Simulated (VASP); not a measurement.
A run of VASP 6.6.1:

Contents of INCAR:

```
SYSTEM = HfO2
PREC = Accurate
ENCUT = 520
EDIFF = 1E-6
ISMEAR = 0
SIGMA = 0.05
LREAL = Auto
LASPH = .TRUE.
NELM = 60
ALGO = Normal
ISIF = 2
LWAVE = .FALSE.
LCHARG = .FALSE.
LDIPOL = .TRUE.
IDIPOL = 3
DIPOL = 0.5 0.5 0.498
GGA = PE
IVDW = 12
NBANDS = 106
```

File KPOINTS:

```
Automatic mesh
0
G
  2 3 1
  0 0 0
```

Contents of POSCAR:

```
HfO2
1.0
    7.1747300957      0.0000000000      0.0000000000
    0.0000000000      6.3274197349      0.0000000000
    0.0000000000      0.0000000000     20.7432884623
O Hf
16 8
Direct
    0.2500000000      0.5267463580      0.3856669117
    0.7500000000      0.5267463580      0.3856669117
    0.0000000000      0.9554113506      0.4006432644
    0.5000000000      0.9554113506      0.4006432644
    0.2500000000      0.1874655942      0.4568968530
    0.7500000000      0.1874655942      0.4568968530
    0.0000000000      0.6161305868      0.4718732057
    0.5000000000      0.6161305868      0.4718732057
    0.2500000000      0.8434514605      0.5268462848
    0.7500000000      0.8434514605      0.5268462848
    0.0000000000      0.2767261951      0.5334924441
    0.5000000000      0.2767261951      0.5334924441
    0.2500000000      0.4994792113      0.5996489829
    0.7500000000      0.4994792113      0.5996489829
    0.0000000000      0.9589341345      0.6098484870
    0.5000000000      0.9589341345      0.6098484870
    0.2500000000      0.8214384724      0.4287700587
    0.7500000000      0.8214384724      0.4287700587
    0.0000000000      0.3214384724      0.4287700587
    0.5000000000      0.3214384724      0.4287700587
    0.2500000000      0.1442603008      0.5643962879
    0.7500000000      0.1442603008      0.5643962879
    0.0000000000      0.6576223275      0.5700207492
    0.5000000000      0.6576223275      0.5700207492
```

Potentials or basis: VASP PAW PBE potentials, release 64 (O, Hf_pv).

Command:

```bash
$ cat potpaw_PBE.64/O/POTCAR potpaw_PBE.64/Hf_pv/POTCAR > POTCAR
$ mpirun -np 1 vasp_std > vasp.out
```

Hardware: 1 thread of Intel(R) Xeon(R) 6975P-C (Granite Rapids), with other jobs on the host.

Question: Estimate the wall time of this run.

Answer: Wall time 12 min on 1 thread of Intel(R) Xeon(R) 6975P-C (Granite Rapids), with other jobs on the host, peak memory 0.89 GiB. Counts: scf iterations 28, k points 4.
